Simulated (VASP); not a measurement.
Wanted: the native input for a VASP 6.6.1 run.

```
Task                   : single point
Functional             : PBE
Potentials or basis    : VASP PAW PBE potentials, release 64 (Sb)
Cutoff                 : 520 eV
k mesh                 : 9 × 9 × 9
Occupations            : fermi-dirac, width 0.05 eV
Spin                   : no spin polarisation
Dipole correction      : no
Further INCAR settings : ALGO = Normal; EDIFF = 1e-07; NBANDS = 12
```

The structure of Sb lies in POSCAR:

```
Sb
1.0
    2.1721063353      1.2540661774      3.7440000000
   -2.1721063353      1.2540661774      3.7440000000
    0.0000000000     -2.5081323547      3.7440000000
Sb
2
Direct
    0.2336400000      0.2336400000      0.2336400000
    0.7663600000      0.7663600000      0.7663600000
```

This cell differs from its parent crystal: equal xx and yy strain of +1 %.

The input as run:

INCAR

```
PREC = Accurate
ENCUT = 520
EDIFF = 1E-7
ISMEAR = -1
SIGMA = 0.05
LREAL = False
LASPH = True
NELM = 80
ALGO = Normal
ISIF = 2
LWAVE = False
LCHARG = False
GGA = PE
NBANDS = 12
```

KPOINTS

```
Automatic mesh
0
Gamma
  9 9 9
```

Potentials or basis: VASP PAW PBE potentials, release 64 (Sb).

Launch:

```bash
$ cat potpaw_PBE.64/Sb/POTCAR > POTCAR
$ mpirun -np 1 vasp_std > vasp.out
```

Results of the run:

```yaml
Pressure: 1.9 GPa
Largest_force: 0.150 eV/Å
Band_gap_on_the_k_mesh: 0.13 eV, indirect (least direct gap 0.48 eV)
```

Caveat: the cell differs from its parent crystal (equal xx and yy strain of +1 %); spin-orbit coupling is left out, which moves the levels of the heavy elements.

Run time: 39 s on 1 thread of AMD EPYC 9R14 (Zen 4) (shared host), peak memory 0.19 GiB.
